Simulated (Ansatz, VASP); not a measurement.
SiO2: VASP beside Ansatz

```
CELL_PARAMETERS angstrom
5.06109 0.00000 0.00000
-2.53054 4.38303 0.00000
0.00000 0.00000 5.54050
ATOMIC_POSITIONS crystal
Si 0.50000 0.00000 0.00000
Si 0.50000 0.50000 0.33333
Si 0.00000 0.50000 0.66667
O 0.41726 0.20863 0.16667
O 0.79137 0.20863 0.83333
O 0.20863 0.41726 0.50000
O 0.58274 0.79137 0.16667
O 0.20863 0.79137 0.83333
O 0.79137 0.58274 0.50000
```

Alike in both runs: task single point; functional PBE; k mesh 6 × 6 × 5; occupations fermi-dirac, width 0.05 eV; no spin polarisation.

|  | VASP | Ansatz |
| --- | --- | --- |
| version | VASP 6.6.1 | Ansatz 0.2.0 |
| potentials or method | VASP PAW PBE potentials, release 64 (Si, O) | Ansatz PAW |
| plane-wave cutoff (eV) | 520 | 420 |
| valence electrons in the cell | 48 | 48 |

Ansatz gave:

- gap on the k mesh at the Fermi level (eV): 5.71
- least direct gap on the mesh (eV): 5.91
- pressure (GPa): 5.0
- traceless stress, the component that is largest in VASP (GPa): -0.05
- rms of the force components (eV/Å): 0.117

Question: Estimate VASP's values.

Answer: gap on the k mesh at the Fermi level (eV): 5.71; least direct gap on the mesh (eV): 5.91; pressure (GPa): 5.1; traceless stress, the component that is largest in VASP (GPa): -0.02; rms of the force components (eV/Å): 0.112.

Atom by atom the forces differ by 0.006 eV/Å (rms over components).

Noted on Ansatz's run: odd divisions of the mesh miss points on the zone boundary, where band edges often lie, so the gap on the mesh can be too wide.
